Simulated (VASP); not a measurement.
# Be (Im-3m) in VASP: further runs, part 2 of 2

VASP 6.6.1. Earlier steps stand in the parts before.

## Step 4: Single point, PBEsol (strained)

INCAR reads:

```
SYSTEM = Be
PREC     = Accurate       ! precision mode
ENCUT    = 520            ! plane-wave cutoff, eV
EDIFF    = 1E-7           ! SCF threshold, eV
ISMEAR   = 0              ! smearing method
SIGMA    = 0.1            ! smearing width, eV
LREAL    = .False.        ! projectors in reciprocal space
LASPH    = .True.         ! aspherical terms in the spheres
NELM     = 60             ! most SCF steps
ALGO     = Fast           ! electronic algorithm
ISIF     = 2              ! what is computed and relaxed
LWAVE    = .False.        ! write WAVECAR
LCHARG   = .False.        ! write CHGCAR
GGA      = PS             ! functional
NBANDS   = 7              ! bands
```

KPOINTS reads:

```
Automatic mesh
0
Gamma
  24 24 24
  0 0 0
```

POSCAR reads:

```
Be
1.0
   -1.2855893151      1.2855893151      1.2855893151
    1.2855893151     -1.2855893151      1.2855893151
    1.2855893151      1.2855893151     -1.2855893151
Be
1
Direct
    0.0000000000      0.0000000000      0.0000000000
```

Potentials or basis: VASP PAW PBE potentials, release 64 (Be).

The run is started by

```sh
> cat potpaw_PBE.64/Be/POTCAR > POTCAR
> mpirun -np 1 vasp_std > vasp.out
```

OUTCAR:

```text
SYSTEM = Be
   PREC = Accurate
   ENCUT = 520
   EDIFF = 1E-7
   ISMEAR = 0
   LREAL = .False.
   LASPH = .True.
   NELM = 60
   ISIF = 2
   GGA = PS

 ion  position               nearest neighbor table
   1  0.000  0.000  0.000-

  LATTYP: Found a body centered cubic cell.
 ALAT       =     2.5711786302

  Lattice vectors:

 A1 = (  -1.2855893151,   1.2855893151,   1.2855893151)
 A2 = (   1.2855893151,  -1.2855893151,   1.2855893151)
 A3 = (   1.2855893151,   1.2855893151,  -1.2855893151)

Analysis of symmetry for initial positions (statically):
=====================================================================
 Subroutine PRICEL returns:
 Original cell was already a primitive cell.

 Routine SETGRP: Setting up the symmetry group for a
 body centered cubic supercell.

 Subroutine GETGRP returns: Found 48 space group operations
 (whereof 48 operations were pure point group operations)
 out of a pool of 48 trial point group operations.

The static configuration has the point symmetry O_h .

Analysis of symmetry for dynamics (positions and initial velocities):
=====================================================================
 Subroutine PRICEL returns:
 Original cell was already a primitive cell.

 Routine SETGRP: Setting up the symmetry group for a
 body centered cubic supercell.

 Subroutine GETGRP returns: Found 48 space group operations
 (whereof 48 operations were pure point group operations)
 out of a pool of 48 trial point group operations.

The dynamic configuration has the point symmetry O_h .

 Subroutine INISYM returns: Found 48 space group operations
 (whereof 48 operations are pure point group operations),
 and found     1 'primitive' translations

----------------------------------------------------------------------------------------

                                     Primitive cell

  volume of cell :       8.4990

  direct lattice vectors                    reciprocal lattice vectors
[... 102 lines left out ...]
   IALGO  =     68    algorithm
   IMIX   =      4    mixing-type and parameters
     AMIX     =   0.40;   BMIX     =  1.00
     AMIX_MAG =   1.60;   BMIX_MAG =  1.00
  volume/ion in A,a.u.               =       8.50        57.35
  Fermi-wavevector in a.u.,A,eV,Ry     =   1.010716  1.909977 13.898995  1.021547
  Thomas-Fermi vector in A             =   2.143722
   LORBIT       =      0    0 simple, 1 ext, 2 COOP (PROOUT), +10 PAW based schemes
   GGA     = PS    functional components
   LHFCALC =     F    Hartree Fock is set to
   AEXX    =    0.0000 exact exchange contribution
   IVDW    =     0    specifies the selected vdW correction
   LEPSILON=     F    determine dielectric tensor
   LRPA    =     F    only Hartree local field effects (RPA)
 non-spin polarized calculation
 RMM-DIIS sequential band-by-band and
 Gauss-broadening in eV      SIGMA  =   0.10
  energy-cutoff  :      520.00
  volume of cell :        8.50
 maximum number of plane-waves:       240
 NGX is ok and might be reduce to    18
   NGX =  9   NGY =  9   NGZ =  9

 number of electron       2.0000000 magnetization

 Free energy of the ion-electron system (eV)
  ---------------------------------------------------
  ext. energy  EPLUGINS =         0.00000000
  ---------------------------------------------------
  free energy    TOTEN  =        -3.87653437 eV

  energy without entropy =       -3.87543814  energy(sigma->0) =       -3.87598625

 E-fermi :   7.3638     XC(G=0): -10.3792

 val. band max:        7.3539502072   @ k =  -0.3750  -0.4167   0.1667
 cond. band min:       7.3668217154   @ k =   0.2917   0.2917   0.0417
 fundamental gap:      0.0128715082
 Fermi energy:         7.3638217386

 k-point     1 :       0.0000    0.0000    0.0000
  band No.  band energies     occupation
      1      -4.5103      2.00000
      2      25.4290      0.00000
      3      25.4290      0.00000
      4      25.4290      0.00000
      5      36.4939      0.00000
      6      36.4939      0.00000
      7      36.4939      0.00000
[... 221 lines left out ...]
 k-point    24 :       0.4583    0.0417    0.0000
  band No.  band energies     occupation
      1       2.2888      2.00000
      2       7.5823      0.00201
      3      18.5995      0.00000
      4      21.3626      0.00000
      5      27.4129      0.00000
      6      32.0305      0.00000
      7      41.5818      0.00000

 [... further k-points ...]
[... 5 lines left out ...]
  --------------------------------------------------------------------------------------
  -------------------------------------------------------------------------------------
  Total       -0.5103663     -0.5103663     -0.5103663     -0.0000000     -0.0000000     -0.0000000
  in kB      -96.2112463    -96.2112463    -96.2112463     -0.0000000     -0.0000000     -0.0000000
  external PRESSURE =     -96.2112463 kB  Pullay stress =       0.0000000 kB

 VOLUME and BASIS-vectors are now :
 -----------------------------------------------------------------------------
  energy-cutoff  :      520.00
  volume of cell :        8.50
      direct lattice vectors                 reciprocal lattice vectors
    -1.285589315  1.285589315  1.285589315     0.000000000  0.388926692  0.388926692
     1.285589315 -1.285589315  1.285589315     0.388926692  0.000000000  0.388926692
     1.285589315  1.285589315 -1.285589315     0.388926692  0.388926692  0.000000000

 POSITION                                       TOTAL-FORCE (eV/Angst)
 -----------------------------------------------------------------------------------
      0.00000      0.00000      0.00000        -0.000000     -0.000000      0.000000
 -----------------------------------------------------------------------------------
    total drift:                                0.000000     -0.000000      0.000000

  FREE ENERGIE OF THE ION-ELECTRON SYSTEM (eV)
  ---------------------------------------------------
  free  energy   TOTEN  =        -3.8765343675 eV

  energy  without entropy=       -3.8754381371  energy(sigma->0) =       -3.87598625
```

OSZICAR:

```text
N       E                     dE             d eps       ncg     rms          rms(c)
DAV:   1    -0.259202235767E+01   -0.25920E+01   -0.11303E+03  6195   0.233E+02
DAV:   2    -0.388536998471E+01   -0.12933E+01   -0.12450E+01  8148   0.251E+01
DAV:   3    -0.388773506664E+01   -0.23651E-02   -0.23649E-02  6538   0.944E-01
DAV:   4    -0.388773559206E+01   -0.52542E-06   -0.52572E-06  8904   0.137E-02
DAV:   5    -0.388773559123E+01    0.82959E-09   -0.50692E-10  6622   0.572E-05    0.751E-01
RMM:   6    -0.387988116432E+01    0.78544E-02   -0.30405E-04  5785   0.194E-01    0.456E-01
RMM:   7    -0.387653719340E+01    0.33440E-02   -0.39940E-04  5902   0.201E-01    0.158E-02
RMM:   8    -0.387653394500E+01    0.32484E-05   -0.17235E-05  6301   0.363E-02    0.261E-03
RMM:   9    -0.387653456272E+01   -0.61772E-06   -0.98180E-07  6635   0.777E-03    0.504E-04
RMM:  10    -0.387653442119E+01    0.14153E-06   -0.58466E-08  5955   0.213E-03    0.279E-04
RMM:  11    -0.387653436746E+01    0.53731E-07   -0.49364E-09  5115   0.608E-04
   1 F= -.38765344E+01 E0= -.38759863E+01  d E =-.109623E-02
```

stdout:

```text
POSCAR found type information on POSCAR Be
 POSCAR found :  1 types and       1 ions
 scaLAPACK will be used
 -----------------------------------------------------------------------------
|                                                                             |
|                                                                             |
|     You enforced a specific xc type in the INCAR file but a different       |
|     I HOPE YOU KNOW WHAT YOU ARE DOING!                                     |
|                                                                             |
 -----------------------------------------------------------------------------

 LDA part: xc-table for (Slater+PW92), standard interpolation
 POSCAR, INCAR and KPOINTS ok, starting setup
 FFT: planning ... GRIDC
 FFT: planning ... GRID_SOFT
 FFT: planning ... GRID
 WAVECAR not read
 entering main loop
```

It took 50 s on 1 thread of AMD EPYC 7R13, shared host; peak memory 0.1 GiB.

Results:

* Free energy: -3.8765 eV
* Pressure: -9.6 GPa
* Band gap on the k mesh: zero (band 1 reaches 10.98 eV, above the bottom of band 2 at 5.99 eV)

Caveat: the cell differs from its parent crystal (strained); the PAW data sets were made with another functional, which shifts forces and pressure a little.

## Step 5: Summary

| cell | further INCAR settings | gap on the mesh (eV) | pressure (GPa) |
| --- | --- | --- | --- |
| a = 2.156 Å, angles 109.5°, 1 atom | ALGO = Fast; EDIFF = 1e-06; NBANDS = 7 | none | 1.0 |
| a = 2.212 Å, angles 109.5°, 1 atom | ALGO = Fast; EDIFF = 1e-06; NBANDS = 7 | none | -7.8 |
| a = 2.227 Å, angles 109.5°, 1 atom | ALGO = Fast; EDIFF = 1e-07; NBANDS = 7 | none | -9.6 |

Alike in all rows: task single point; level PBEsol; potentials or basis VASP PAW PBE potentials, release 64 (Be); no spin polarisation; k mesh 24 × 24 × 24; cutoff (eV) 520; smearing gaussian 0.1 eV.

Caveats: the PAW data sets were made with another functional, which shifts forces and pressure a little.

Total energies depend on the potentials used, so only differences within one code and one set of settings carry meaning.
